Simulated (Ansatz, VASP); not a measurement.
## CaO: VASP beside Ansatz

INCAR

```
PREC = Accurate
ENCUT = 600
EDIFF = 1E-6
ISMEAR = 0
SIGMA = 0.1
LREAL = F
LASPH = T
NELM = 120
ALGO = Normal
ISIF = 2
LWAVE = F
LCHARG = F
NBANDS = 15
GGA_COMPAT = F
```

File KPOINTS:

```
regular mesh
0
Gamma
  6 6 6
```

The input POSCAR:

```
CaO
1.0
    0.0000000000      2.3900000000      2.3900000000
    2.3900000000      0.0000000000      2.3900000000
    2.3900000000      2.3900000000      0.0000000000
Ca O
1 1
Direct
    0.0000000000      0.0000000000      0.0000000000
    0.5000000000      0.5000000000      0.5000000000
```

Input for Ansatz:

```yaml
crystal:
  lattice:
    - [0.0, 2.39, 2.39]
    - [2.39, 0.0, 2.39]
    - [2.39, 2.39, 0.0]
  atoms:
    - { symbol: Ca, position: [0.0, 0.0, 0.0] }
    - { symbol: O, position: [0.5, 0.5, 0.5] }
basis:
  ecutwfc: 420
kpoints:
  mp_grid: { grid: [6, 6, 6] }
hamiltonian:
  xc: lda
  pseudopotentials: { kind: paw, azcp: { folder: soft_1 } }
scf:
  occupations: { method: gaussian, width: 0.1 }
output:
  forces: true
  stress: true
  eigenvalues: true
```

Alike in both runs: task single point; functional LDA; k mesh 6 × 6 × 6; occupations gaussian, width 0.1 eV; no spin polarisation.

```csv
,VASP,Ansatz
version,VASP 6.6.1,Ansatz 0.2.0
potentials or method,"VASP PAW LDA potentials, release 64 (Ca_sv, O), cutoff 600 eV","scalar-relativistic, plane waves, PAW"
valence electrons in the cell,16,16
```

|  | VASP | Ansatz | Ansatz less VASP |
| --- | --- | --- | --- |
| gap on the k mesh at the Fermi level (eV) | 3.45 | 3.48 | +0.026 |
| least direct gap on the mesh (eV) | 3.82 | 3.85 | +0.027 |
| pressure (GPa) | -4.6 | -5.4 | -0.74 |

Ansatz warns that its potentials were made for another functional, while VASP's fit it. LDA's correlation is that of Perdew and Zunger in VASP and of Perdew and Wang (1992) in Ansatz.
